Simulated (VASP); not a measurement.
# C (P1) in VASP: relaxation of cell and atoms with PBE

Aim: the relaxation of cell and atoms of C with PBE.

All numbers are computed with VASP 6.6.1; they aren't measurements. Logs are shortened: lines on timing, memory, paths and dates and some standing lists are left out, and cuts for length are marked.

**1. The cell of the first run**

The typed cell holds 4 atoms: a = 2.077 Å, b = 3.337 Å, c = 3.369 Å, α = 91.15°, β = 90.97°, γ = 89.81°.

**2. Relaxation of cell and atoms, PBE**

INCAR reads:

```
PREC = Accurate
ENCUT = 600
EDIFF = 1E-7
ISMEAR = 0
SIGMA = 0.2
LREAL = False
LASPH = True
NELM = 120
ALGO = Normal
ISIF = 3
LWAVE = False
LCHARG = False
GGA = PE
IBRION = 2
NSW = 80
EDIFFG = -0.025
GGA_COMPAT = False
NELMIN = 4
```

KPOINTS reads:

```
regular mesh
0
Gamma
  10 6 6
```

POSCAR reads:

```
C
1.0
    0.0033695299     -0.0173766620      2.0764823753
    3.3369674497     -0.0336889939      0.0055388484
   -0.0336889939      3.3682554499     -0.0285638355
C
4
Direct
   -0.0571845071      0.2091033231      0.2085080757
    0.0452730687      0.2138904657      0.7325435784
    0.0089941147      0.7345434527      0.2446793953
    0.0029173237      0.8424627585      0.8142689506
```

Potentials or basis: VASP PAW PBE potentials, release 64 (C).

Started as:

```bash
cat potpaw_PBE.64/C/POTCAR > POTCAR
mpirun -np 1 vasp_std > vasp.out
```

OUTCAR:

```text
PREC = Accurate
   ENCUT = 600
   EDIFF = 1E-7
   ISMEAR = 0
   LREAL = False
   LASPH = True
   NELM = 120
   ISIF = 3
   GGA = PE
   IBRION = 2
   NSW = 80
   EDIFFG = -0.025
   NELMIN = 4

 ion  position               nearest neighbor table
   1  0.943  0.209  0.209-   3 1.60   2 1.62   3 1.76   2 1.77   4 1.79
   2  0.045  0.214  0.733-   4 1.28   1 1.62   1 1.77
   3  0.009  0.735  0.245-   4 1.50   1 1.60   1 1.76   4 1.95
   4  0.003  0.842  0.814-   2 1.28   3 1.50   1 1.79   3 1.95

  LATTYP: Found a triclinic cell.
 ALAT       =     2.0765578145
 B/A-ratio  =     2.5614415513
 C/A-ratio  =     1.6221773389
 COS(alpha) =     0.0005502683
 COS(beta)  =     0.0168627900
 COS(gamma) =     0.7786980195

  Lattice vectors:

 A1 = (   0.0033695299,  -0.0173766620,   2.0764823753)
 A2 = (  -3.3302283899,  -0.0010643301,   4.1474259022)
 A3 = (   0.0336889939,  -3.3682554499,   0.0285638355)

Analysis of symmetry for initial positions (statically):
=====================================================================
 Subroutine PRICEL returns:
 Original cell was already a primitive cell.

 Routine SETGRP: Setting up the symmetry group for a
 triclinic supercell.

 Subroutine GETGRP returns: Found  1 space group operations
 (whereof  1 operations were pure point group operations)
 out of a pool of  2 trial point group operations.

The static configuration has the point symmetry C_1 .

Analysis of symmetry for dynamics (positions and initial velocities):
=====================================================================
 Subroutine PRICEL returns:
 Original cell was already a primitive cell.

 Routine SETGRP: Setting up the symmetry group for a
 triclinic supercell.

 Subroutine GETGRP returns: Found  1 space group operations
 (whereof  1 operations were pure point group operations)
 out of a pool of  2 trial point group operations.

The dynamic configuration has the point symmetry C_1 .

 Subroutine INISYM returns: Found  1 space group operations
 (whereof  1 operations are pure point group operations),
 and found     1 'primitive' translations

----------------------------------------------------------------------------------------

                                     Primitive cell

  volume of cell :      23.3351

  direct lattice vectors                    reciprocal lattice vectors
     0.003369530 -0.017376662  2.076482375    -0.000758256  0.004076692  0.481619014
     3.336967450 -0.033688994  0.005538848     0.299704275  0.002993704 -0.000461281
    -0.033688994  3.368255450 -0.028563835     0.002993704  0.296940570  0.002480035

  length of vectors
[... 120 lines left out ...]
  energy-cutoff  :      600.00
  volume of cell :       23.34
 maximum number of plane-waves:       794
 NGX is ok and might be reduce to    18
   NGX =  9   NGY = 13   NGZ = 13

--------------------------------------- Ionic step        1  -------------------------------------------

 number of electron      15.9999999 magnetization

 Free energy of the ion-electron system (eV)
  ---------------------------------------------------
  ext. energy  EPLUGINS =         0.00000000
  ---------------------------------------------------
  free energy    TOTEN  =       -24.26953723 eV

  energy without entropy =      -24.24997041  energy(sigma->0) =      -24.25975382

------------------------ aborting loop because EDIFF is reached ----------------------------------------

  FORCE on cell =-STRESS in cart. coord.  units (eV):
  Direction    XX          YY          ZZ          XY          YZ          ZX
  --------------------------------------------------------------------------------------
  -------------------------------------------------------------------------------------
  Total       16.4265734      4.0539543      0.9074148      2.4117574      0.4247166      0.1762023
  in kB     1127.8414462    278.3427570     62.3027115    165.5902244     29.1608611     12.0979719
  external PRESSURE =     489.4956382 kB  Pullay stress =       0.0000000 kB
[... 95 lines left out ...]
  FREE ENERGIE OF THE ION-ELECTRON SYSTEM (eV)
  ---------------------------------------------------
  free  energy   TOTEN  =       -25.3131306522 eV

  energy  without entropy=      -25.2865570865  energy(sigma->0) =      -25.29984387

 E-fermi :  10.2648     XC(G=0): -13.1620

 val. band max:       10.2364934742   @ k =  -0.1000  -0.1667   0.1667
 cond. band min:      10.2772715586   @ k =   0.0000  -0.1667   0.1667
 fundamental gap:      0.0407780844
 Fermi energy:        10.2648156750

 k-point     1 :       0.0000    0.0000    0.0000
  band No.  band energies     occupation
      1     -12.0878      2.00000
      2      -5.4757      2.00000
      3      -4.9017      2.00000
      4      -0.1403      2.00000
      5       4.4842      2.00000
      6       5.7374      2.00000
      7       7.7277      2.00000
      8      11.6100      0.00000
      9      11.9231      0.00000
     10      14.2922      0.00000
     11      16.5974      0.00000
     12      17.4161      0.00000
[... 333 lines left out ...]
      1      -8.8927      2.00000
      2      -6.4665      2.00000
      3       0.9758      2.00000
      4       2.3374      2.00000
      5       3.2418      2.00000
      6       4.3076      2.00000
      7       5.3780      2.00000
      8       5.8232      2.00000
      9      10.3963      0.35264
     10      12.5528      0.00000
     11      14.1536      0.00000
     12      16.8006      0.00000

 [... further k-points ...]

[... ionic steps 4 to 49 ...]

--------------------------------------- Ionic step       50  -------------------------------------------

 number of electron      15.9999998 magnetization

------------------------ aborting loop because EDIFF is reached ----------------------------------------
[... 71 lines left out ...]
--------------------------------------- Ionic step       52  -------------------------------------------

 number of electron      15.9999998 magnetization

 Free energy of the ion-electron system (eV)
  ---------------------------------------------------
  ext. energy  EPLUGINS =         0.00000000
  ---------------------------------------------------
  free energy    TOTEN  =       -36.33999834 eV

  energy without entropy =      -36.33823720  energy(sigma->0) =      -36.33911777

 E-fermi :   5.6739     XC(G=0): -10.9249

 val. band max:        5.5242648005   @ k =  -0.0000   0.1667   0.3333
 cond. band min:       5.8816475986   @ k =   0.5000   0.1667   0.3333
 fundamental gap:      0.3573827981
 Fermi energy:         5.6738726800

 k-point     1 :       0.0000    0.0000    0.0000
  band No.  band energies     occupation
      1     -14.2972      2.00000
      2      -8.9243      2.00000
      3      -7.8797      2.00000
      4      -0.9573      2.00000
      5      -0.3762      2.00000
      6       2.4798      2.00000
      7       2.5605      2.00000
      8       4.5401      2.00000
      9       8.8032      0.00000
     10      10.7614      0.00000
     11      12.5824      0.00000
     12      13.8390      0.00000
[... 376 lines left out ...]
  FREE ENERGIE OF THE ION-ELECTRON SYSTEM (eV)
  ---------------------------------------------------
  free  energy   TOTEN  =       -36.3399983430 eV

  energy  without entropy=      -36.3382372046  energy(sigma->0) =      -36.33911777

 reached required accuracy - stopping structural energy minimisation
```

OSZICAR:

```text
N       E                     dE             d eps       ncg     rms          rms(c)
DAV:   1     0.379045723863E+02    0.37905E+02   -0.92373E+03  4416   0.144E+03
DAV:   2    -0.224559957852E+02   -0.60361E+02   -0.54734E+02  5656   0.216E+02
DAV:   3    -0.251412112805E+02   -0.26852E+01   -0.25762E+01  5940   0.427E+01
DAV:   4    -0.251770120569E+02   -0.35801E-01   -0.35744E-01  5336   0.503E+00
[... 521 lines left out ...]
DAV:   1    -0.363400591028E+02   -0.18582E-03   -0.38513E-03  4884   0.561E-01    0.365E-02
DAV:   2    -0.363400171648E+02    0.41938E-04   -0.91421E-05  5524   0.858E-02    0.203E-02
DAV:   3    -0.363399984424E+02    0.18722E-04   -0.57050E-05  5164   0.585E-02    0.351E-03
DAV:   4    -0.363399983941E+02    0.48218E-07   -0.17986E-06  5472   0.124E-02    0.228E-03
DAV:   5    -0.363399983430E+02    0.51110E-07   -0.10045E-07  3604   0.308E-03
  52 F= -.36339998E+02 E0= -.36339118E+02  d E =-.125058E-03
```

Run time: 14 min. Hardware: 1 thread of Intel Xeon 6975P-C (Granite Rapids), shared host; peak memory 0.21 GiB.

What came out:

```
Free energy                            : -36.3400 eV
Relaxed volume                         : 8.04 Å³/atom
Relaxed cell                           : a = 3.069 Å, b = 4.253 Å, c = 2.463 Å, α = 90.01°, β = 90.18°, γ = 90.10°
Space group after relaxing (to 0.05 Å) : P6/mmm (No. 191)
Energy gained by relaxing              : 3017.6 meV/atom
Ionic steps                            : 52
Pressure after relaxing                : 0.1 GPa
Largest force after relaxing           : 0.022 eV/Å
Band gap on the k mesh                 : zero (band 8 reaches 6.80 eV, above the bottom of band 9 at 4.58 eV)
```

Forces in eV/Å, atoms in the order of the input:
```
C    0.011  0.013  0.001
C   -0.011 -0.011  0.001
C    0.007 -0.021 -0.001
C   -0.007  0.020 -0.001
```

The path:
```
step  energy change (eV)  largest force (eV/Å)  pressure (GPa)  volume (Å³)
   1              0.0000                9.4380           48.95        23.34
   3             -1.0436                3.2533          -32.14        29.81
   5             -1.3633                3.2957          -26.14        29.05
   7             -1.7273                3.9856            6.21        27.08
   9             -1.8188                1.8942           -6.11        27.62
  11             -2.1059                2.4664           -1.18        25.98
  13             -3.7417                8.3390           23.60        23.19
  15             -3.9565                8.3876           22.53        23.08
  17             -4.0785                8.2924           29.34        22.80
  19             -4.1109                8.1360           37.16        22.55
  21             -4.2022                8.2522           45.99        22.32
  23             -4.2114                8.3272           48.89        22.25
  25             -4.4792                7.6983           45.63        22.33
  27             -5.3885                5.0003           35.45        22.70
  29             -6.3068                5.3825           24.14        23.55
  31             -8.2824                5.2765          -13.85        26.54
  33             -9.1187                4.0725          -11.23        26.35
  35            -10.7934                1.3667           14.39        26.91
  37            -11.0588                1.5895           26.60        27.09
  39            -11.6607                2.0586           20.05        28.45
  41            -11.8299                3.6534           14.47        29.68
  43            -11.9984                0.6843            2.48        30.94
  45            -12.0526                0.7036            0.65        31.64
  47            -12.0651                0.2802            1.12        31.86
  49            -12.0690                0.2515            0.74        32.02
  51            -12.0703                0.0237            0.18        32.14
  52            -12.0705                0.0224            0.09        32.16
```

Final structure:
```
C
1.0
     0.00090   -0.00584    3.06930
     4.25326   -0.00606   -0.00884
     0.00300    2.46331   -0.00325
C
4
Direct
  0.99997 0.16679 0.24993
  0.99996 0.33321 0.75003
  0.00002 0.83316 0.25011
  0.00005 0.66684 0.74993
```

Caveat: the volume moved by over 15 % at a fixed basis, so the end points are rough.
